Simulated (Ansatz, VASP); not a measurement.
**Two plane-wave programs on CoH3**

INCAR

```
PREC = Accurate
ENCUT = 600
EDIFF = 1E-6
ISMEAR = 0
SIGMA = 0.15
LREAL = False
LASPH = True
NELM = 150
ALGO = Normal
ISIF = 3
LWAVE = False
LCHARG = False
ISPIN = 2
MAGMOM = 3 3 0 0 0 0 0 0
LORBIT = 11
LMAXMIX = 4
GGA = PE
IBRION = 2
NSW = 36
EDIFFG = -0.08
```

File KPOINTS:

```
Automatic mesh
0
Gamma
  3 3 3
```

Contents of POSCAR:

```
CoH3
1.0
    4.2688108000      0.0000000000      0.0000000000
   -2.1344054000      3.6968986000      0.0000000000
    0.0000000000      0.0000000000      4.3896591300
Co H
2 6
Direct
    0.0000000000      0.0000000000      0.0994894400
    0.0000000000      0.0000000000      0.5994894400
    0.6336997100      0.0000000000      0.8546182900
    0.0000000000      0.6336997100      0.8546182900
    0.3663002900      0.3663002900      0.8546182900
    0.3663002900      0.0000000000      0.3546182900
    0.0000000000      0.3663002900      0.3546182900
    0.6336997100      0.6336997100      0.3546182900
```

Input for Ansatz:

```yaml
crystal:
  lattice:
    - [4.2688108, 0.0, 0.0]
    - [-2.1344054, 3.6968986, 0.0]
    - [0.0, 0.0, 4.38965913]
  atoms:
    - { symbol: Co, position: [0.0, 0.0, 0.09948944], spin: 3.0 }
    - { symbol: Co, position: [0.0, 0.0, 0.59948944], spin: 3.0 }
    - { symbol: H, position: [0.63369971, 0.0, 0.85461829] }
    - { symbol: H, position: [0.0, 0.63369971, 0.85461829] }
    - { symbol: H, position: [0.36630029, 0.36630029, 0.85461829] }
    - { symbol: H, position: [0.36630029, 0.0, 0.35461829] }
    - { symbol: H, position: [0.0, 0.36630029, 0.35461829] }
    - { symbol: H, position: [0.63369971, 0.63369971, 0.35461829] }
basis:
  ecutwfc: 420
kpoints:
  mp_grid: { grid: [3, 3, 3] }
hamiltonian:
  xc: pbe
scf:
  occupations: { method: gaussian, width: 0.15 }
  lower_state_search: "off"
output:
  forces: true
  stress: true
  eigenvalues: true
  populations: true
magnetization:
  spin_polarized: true
relax:
  adjacent_minimum: "off"
  f_tol: 0.08
  max_steps: 16
  cell: { stress_tol: 0.8 }
```

Alike in both runs: task relaxation of cell and atoms; functional PBE; k mesh 3 × 3 × 3; occupations gaussian, width 0.15 eV; collinear spin.

|  | VASP | Ansatz |
| --- | --- | --- |
| version | VASP 6.6.1 | Ansatz 0.2.0 |
| potentials or method | VASP PAW PBE potentials, release 64 (Co, H), cutoff 600 eV | scalar-relativistic, plane waves, PAW |
| valence electrons in the cell | 24 | 40 |

|  | VASP | Ansatz | Ansatz less VASP |
| --- | --- | --- | --- |
| gap on the k mesh at the Fermi level, each at its own relaxed structure (eV) | none | none | - |
| net moment per atom (μB) | 0.17 | 0.17 | 0.000 |
| size of the moment on the site where the two differ most (μB) | 0.75 | 0.65 | -0.099 |
| relaxed volume (Å³/atom) | 12.46 | 11.07 | -1.392 |
| relaxed length of the cell vector where the two differ most in proportion (Å) | 5.091 | 4.797 | -0.2941 |

Site moments also hang on the region over which each program counts them. A gap of «none» marks a metal or a gap that the smearing closes. One of these differences is far larger than is usual between the two programs; its cause wasn't traced. VASP's potentials hold 24 valence electrons a cell and Ansatz's 40, so a difference there can come from the potentials and not from the codes.

The k mesh is coarse, so the values compare programs but aren't converged. Noted on VASP's run: the volume moved by over 15 % at a fixed basis, so the end points are rough.
